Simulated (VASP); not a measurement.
# GaAs (Pm-3m) in VASP: further runs, part 2 of 2

VASP 6.6.1. Earlier steps stand in the parts before.

### Step 4. Single point, PBE

INCAR reads:

```
SYSTEM = GaAs
PREC = Accurate
ENCUT = 500
EDIFF = 1E-6
ISMEAR = -1
SIGMA = 0.02
LREAL = .False.
LASPH = .True.
NELM = 120
ALGO = Normal
ISIF = 2
LWAVE = .False.
LCHARG = .False.
GGA = PE
NBANDS = 16
GGA_COMPAT = .False.
```

KPOINTS reads:

```
Automatic mesh
0
Gamma
  8 8 8
  0 0 0
```

POSCAR reads:

```
GaAs
1.0
    3.3286687154      0.0000000000      0.0000000000
    0.0000000000      3.3286687154      0.0000000000
    0.0000000000      0.0000000000      3.3286687154
Ga As
1 1
Direct
    0.0000000000      0.0000000000      0.0000000000
    0.5000000000      0.5000000000      0.5000000000
```

Potentials or basis: VASP PAW PBE potentials, release 64 (Ga_d, As).

Launch:

```console
$ cat potpaw_PBE.64/Ga_d/POTCAR potpaw_PBE.64/As/POTCAR > POTCAR
$ mpirun -np 1 vasp_std > vasp.out
```

OUTCAR:

```text
SYSTEM = GaAs
   PREC = Accurate
   ENCUT = 500
   EDIFF = 1E-6
   ISMEAR = -1
   LREAL = .False.
   LASPH = .True.
   NELM = 120
   ISIF = 2
   GGA = PE

 ion  position               nearest neighbor table
   1  0.000  0.000  0.000-   2 2.88   2 2.88   2 2.88   2 2.88   2 2.88   2 2.88   2 2.88   2 2.88

   2  0.500  0.500  0.500-   1 2.88   1 2.88   1 2.88   1 2.88   1 2.88   1 2.88   1 2.88   1 2.88

  LATTYP: Found a simple cubic cell.
 ALAT       =     3.3286687154

  Lattice vectors:

 A1 = (   3.3286687154,   0.0000000000,   0.0000000000)
 A2 = (   0.0000000000,   3.3286687154,   0.0000000000)
 A3 = (   0.0000000000,   0.0000000000,   3.3286687154)

Analysis of symmetry for initial positions (statically):
=====================================================================
 Subroutine PRICEL returns:
 Original cell was already a primitive cell.

 Routine SETGRP: Setting up the symmetry group for a
 simple cubic supercell.

 Subroutine GETGRP returns: Found 48 space group operations
 (whereof 48 operations were pure point group operations)
 out of a pool of 48 trial point group operations.

The static configuration has the point symmetry O_h .

Analysis of symmetry for dynamics (positions and initial velocities):
=====================================================================
 Subroutine PRICEL returns:
 Original cell was already a primitive cell.

 Routine SETGRP: Setting up the symmetry group for a
 simple cubic supercell.

 Subroutine GETGRP returns: Found 48 space group operations
 (whereof 48 operations were pure point group operations)
 out of a pool of 48 trial point group operations.

The dynamic configuration has the point symmetry O_h .

 Subroutine INISYM returns: Found 48 space group operations
 (whereof 48 operations are pure point group operations),
 and found     1 'primitive' translations

----------------------------------------------------------------------------------------

                                     Primitive cell

  volume of cell :      36.8818

  direct lattice vectors                    reciprocal lattice vectors
     3.328668715  0.000000000  0.000000000     0.300420404  0.000000000  0.000000000
     0.000000000  3.328668715  0.000000000     0.000000000  0.300420404  0.000000000
     0.000000000  0.000000000  3.328668715     0.000000000  0.000000000  0.300420404

  length of vectors
     3.328668715  3.328668715  3.328668715     0.300420404  0.300420404  0.300420404

  position of ions in fractional coordinates (direct lattice)
     0.000000000  0.000000000  0.000000000
     0.500000000  0.500000000  0.500000000

  ion indices of the primitive-cell ions
   primitive index   ion index
                 1           1
                 2           2

----------------------------------------------------------------------------------------

 KPOINTS: Automatic mesh

Automatic generation of k-mesh.
 Grid dimensions read from file:
 generate k-points for:    8    8    8

 Generating k-lattice:

  Cartesian coordinates                     Fractional coordinates (reciprocal lattice)
     0.037552550  0.000000000  0.000000000     0.125000000  0.000000000  0.000000000
     0.000000000  0.037552550  0.000000000     0.000000000  0.125000000  0.000000000
     0.000000000  0.000000000  0.037552550     0.000000000  0.000000000  0.125000000

  Length of vectors
     0.037552550  0.037552550  0.037552550

  Shift w.r.t. Gamma in fractional coordinates (k-lattice)
     0.000000000  0.000000000  0.000000000

 Subroutine IBZKPT returns following result:
 ===========================================

 Found     35 irreducible k-points:

 Following reciprocal coordinates:
            Coordinates               Weight
  0.000000  0.000000  0.000000      1.000000
  0.125000  0.000000  0.000000      6.000000
  0.250000  0.000000  0.000000      6.000000
  0.375000  0.000000  0.000000      6.000000
  0.500000  0.000000  0.000000      3.000000
  0.125000  0.125000  0.000000     12.000000
[... 16 lines left out ...]
  0.375000  0.375000  0.125000     24.000000
  0.500000  0.375000  0.125000     24.000000
 [... further k-points ...]
   k-points           NKPTS =     35   k-points in BZ     NKDIM =     35   number of bands    NBANDS=     16
   number of dos      NEDOS =    301   number of ions     NIONS =      2
   total plane-waves  NPLWV =  13824
   dimension x,y,z NGX =    24 NGY =   24 NGZ =   24
   dimension x,y,z NGXF=    48 NGYF=   48 NGZF=   48
   ions per type =               1   1
   NGX,Y,Z   is equivalent  to a cutoff of  11.99, 11.99, 11.99 a.u.
   NGXF,Y,Z  is equivalent  to a cutoff of  23.97, 23.97, 23.97 a.u.
 SYSTEM =  GaAs
   PREC   = accura    normal or accurate (medium, high low for compatibility)
   ISTART =      0    job   : 0-new  1-cont  2-samecut
   ICHARG =      2    charge: 1-file 2-atom 10-const
   ISPIN  =      1    spin polarized calculation?
   LNONCOLLINEAR =      F non collinear calculations
   LSORBIT =      F    spin-orbit coupling
   LASPH  =      T    aspherical Exc in radial PAW
   ENCUT  =  500.0 eV  36.75 Ry    6.06 a.u.   6.07  6.07  6.07*2*pi/ulx,y,z
   NELM   =    120;   NELMIN=  2; NELMDL= -5     # of ELM steps
   EDIFF  = 0.1E-05   stopping-criterion for ELM
   LREAL  =      F    real-space projection
   EDIFFG = 0.1E-04   stopping-criterion for IOM
   NSW    =      0    number of steps for IOM
   IBRION =     -1    ionic relax: 0-MD 1-quasi-New 2-CG
   NFREE  =      0    steps in history (QN), initial steepest desc. (CG)
   ISIF   =      2    stress and relaxation
   ISYM   =      2    0-nonsym 1-usesym 2-fastsym
   POTIM  = 0.5000    time-step for ionic-motion
   TEBEG  =    0.0;   TEEND  =   0.0 temperature during run
   PSTRESS=    0.0 pullay stress
   NELECT =      18.0000    total number of electrons
   NUPDOWN=      -1.0000    fix difference up-down
   EMIN   =  10.00;   EMAX   =-10.00  energy-range for DOS
   EFERMI =   0.00;   METHOD = LEGACY
   ISMEAR =    -1;   SIGMA  =   0.02  broadening in eV -4-tet -1-fermi 0-gaus
   EFERMI_NEDOS =   21; number of points for ismear=-14 and -15
   IALGO  =     38    algorithm
   IMIX   =      4    mixing-type and parameters
     AMIX     =   0.40;   BMIX     =  1.00
     AMIX_MAG =   1.60;   BMIX_MAG =  1.00
  volume/ion in A,a.u.               =      18.44       124.45
  Fermi-wavevector in a.u.,A,eV,Ry     =   1.288927  2.435719 22.603816  1.661334
  Thomas-Fermi vector in A             =   2.420851
   LORBIT       =      0    0 simple, 1 ext, 2 COOP (PROOUT), +10 PAW based schemes
   GGA     = PE    functional components
   LHFCALC =     F    Hartree Fock is set to
   AEXX    =    0.0000 exact exchange contribution
   IVDW    =     0    specifies the selected vdW correction
   LEPSILON=     F    determine dielectric tensor
   LRPA    =     F    only Hartree local field effects (RPA)
 non-spin polarized calculation
  energy-cutoff  :      500.00
  volume of cell :       36.88
 maximum number of plane-waves:       968
   NGX = 13   NGY = 13   NGZ = 13

 number of electron      17.9999980 magnetization

 Free energy of the ion-electron system (eV)
  ---------------------------------------------------
  ext. energy  EPLUGINS =         0.00000000
  ---------------------------------------------------
  free energy    TOTEN  =        -7.17523032 eV

  energy without entropy =       -7.17337371  energy(sigma->0) =       -7.17430201

 E-fermi :   6.2881     XC(G=0): -11.0201

 val. band max:        6.2490558345   @ k =   0.2500   0.0000   0.0000
 cond. band min:       6.2881114854   @ k =   0.3750   0.2500   0.2500
 fundamental gap:      0.0390556510
 Fermi energy:         6.2880617914

 k-point     1 :       0.0000    0.0000    0.0000
  band No.  band energies     occupation
      1      -8.7130      2.00000
      2      -8.7130      2.00000
      3      -8.6086      2.00000
      4      -8.6086      2.00000
      5      -8.6086      2.00000
      6      -7.5159      2.00000
[... 8 lines left out ...]
     15      16.1227      0.00000
     16      21.1939      0.00000

 k-point     2 :       0.1250    0.0000    0.0000
  band No.  band energies     occupation
      1      -8.7116      2.00000
      2      -8.7003      2.00000
      3      -8.6152      2.00000
      4      -8.6152      2.00000
      5      -8.6081      2.00000
      6      -7.3292      2.00000
[... 8 lines left out ...]
     15      15.2703      0.00000
     16      20.7581      0.00000
[... 387 lines left out ...]
      5      -8.5808      2.00000
      6      -4.3691      2.00000
[... 8 lines left out ...]
     15      18.3512      0.00000
     16      18.6162      0.00000

 k-point    24 :       0.5000    0.3750    0.1250
  band No.  band energies     occupation
      1      -8.7643      2.00000
      2      -8.6544      2.00000
      3      -8.6502      2.00000
      4      -8.6454      2.00000
      5      -8.5682      2.00000
      6      -3.9452      2.00000
[... 8 lines left out ...]
     15      17.7814      0.00000
     16      18.9742      0.00000

 [... further k-points ...]
[... 5 lines left out ...]
  --------------------------------------------------------------------------------------
  -------------------------------------------------------------------------------------
  Total        0.5825726      0.5825726      0.5825726      0.0000000      0.0000000     -0.0000000
  in kB       25.3074824     25.3074824     25.3074824      0.0000000      0.0000000     -0.0000000
  external PRESSURE =      25.3074824 kB  Pullay stress =       0.0000000 kB

 VOLUME and BASIS-vectors are now :
 -----------------------------------------------------------------------------
  energy-cutoff  :      500.00
  volume of cell :       36.88
      direct lattice vectors                 reciprocal lattice vectors
     3.328668715  0.000000000  0.000000000     0.300420404  0.000000000  0.000000000
     0.000000000  3.328668715  0.000000000     0.000000000  0.300420404  0.000000000
     0.000000000  0.000000000  3.328668715     0.000000000  0.000000000  0.300420404

 POSITION                                       TOTAL-FORCE (eV/Angst)
 -----------------------------------------------------------------------------------
      0.00000      0.00000      0.00000         0.000000      0.000000      0.000000
      1.66433      1.66433      1.66433         0.000000      0.000000      0.000000
 -----------------------------------------------------------------------------------
    total drift:                               -0.000000      0.000000      0.000000

  FREE ENERGIE OF THE ION-ELECTRON SYSTEM (eV)
  ---------------------------------------------------
  free  energy   TOTEN  =        -7.1752303159 eV

  energy  without entropy=       -7.1733737083  energy(sigma->0) =       -7.17430201
```

Wall time 6.2 s (1 thread of Intel Xeon Platinum 8375C at 2.90GHz (Ice Lake), shared host); peak memory 0.15 GiB.

What came out:

* Free energy: -7.1752 eV
* Pressure: 2.5 GPa
* Band gap on the k mesh: zero (band 9 reaches 7.66 eV, above the bottom of band 10 at 3.94 eV)

### Step 5. Single point, PBE, non-collinear spin, zero start, spin-orbit coupling

INCAR reads:

```
SYSTEM = GaAs
PREC = Accurate ; ENCUT = 500
EDIFF = 1E-6 ; ISMEAR = -1
SIGMA = 0.02 ; LREAL = .FALSE.
LASPH = .TRUE. ; NELM = 200
ALGO = Normal ; ISIF = 2
LWAVE = .FALSE. ; LCHARG = .FALSE.
LNONCOLLINEAR = .TRUE. ; MAGMOM = 0 0 0 0 0 0
LORBIT = 11 ; LSORBIT = .TRUE.
GGA_COMPAT = .FALSE. ; LORBMOM = .TRUE.
GGA = PE ; NBANDS = 30
```

KPOINTS reads:

```
Automatic mesh
0
G
  6 6 6
  0 0 0
```

POSCAR is that of step 4.

Launch:

```console
$ cat potpaw_PBE.64/Ga_d/POTCAR potpaw_PBE.64/As/POTCAR > POTCAR
$ mpirun -np 1 vasp_ncl > vasp.out
```

Run time: 19 s. Hardware: 1 thread of Intel Xeon Platinum 8375C at 2.90GHz (Ice Lake), shared host; peak memory 0.21 GiB.

It converged, with:

| Item | Value |
| --- | --- |
| Free energy | -7.2138 eV |
| Pressure | 2.9 GPa |
| Net moment | 0.00 μB per cell |
| Valence electrons inside the program's atomic spheres | Ga 11.51; As 2.66 |

Moments on the atoms (μB; x, y, z):
```
Ga  0.00 0.00 0.00
As  0.00 0.00 0.00
```

### Step 6. Summary

```tsv
spin	k mesh	gap on the mesh (eV)	pressure (GPa)
off	6 × 6 × 6	none	2.7
off	8 × 8 × 8	none	2.5
non-collinear, zero start, SOC	6 × 6 × 6	-	2.9
```

Alike in all rows: task single point; level PBE; potentials or basis VASP PAW PBE potentials, release 64 (Ga_d, As); cell as given; cutoff (eV) 500; smearing fermi-dirac 0.02 eV.

Total energies depend on the potentials used, so only differences within one code and one set of settings carry meaning.
